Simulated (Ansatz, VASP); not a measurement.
# One calculation of Rh, two programs

```
CELL_PARAMETERS angstrom
0.00000 1.89785 1.89785
1.89785 0.00000 1.89785
1.89785 1.89785 0.00000
ATOMIC_POSITIONS crystal
Rh 0.00000 0.00000 0.00000
```

Alike in both runs: task relaxation of cell and atoms; functional PBE; dispersion D4; k mesh 12 × 12 × 12; occupations fermi-dirac, width 0.05 eV; no spin polarisation.

|  | VASP | Ansatz |
| --- | --- | --- |
| version | VASP 6.6.1 | Ansatz 0.2.0 |
| potentials or method | VASP PAW PBE potentials, release 64 (Rh_pv), cutoff 600 eV | all-electron LAPW, scalar-relativistic |

|  | VASP | Ansatz | Ansatz less VASP |
| --- | --- | --- | --- |
| relaxed volume (Å³/atom) | 13.59 | 13.59 | +0.003 |
| relaxed cell length with the largest relative difference (Å) | 2.678 | 2.678 | +0.0002 |

Ansatz ran all-electron here, and VASP with PAW potentials.
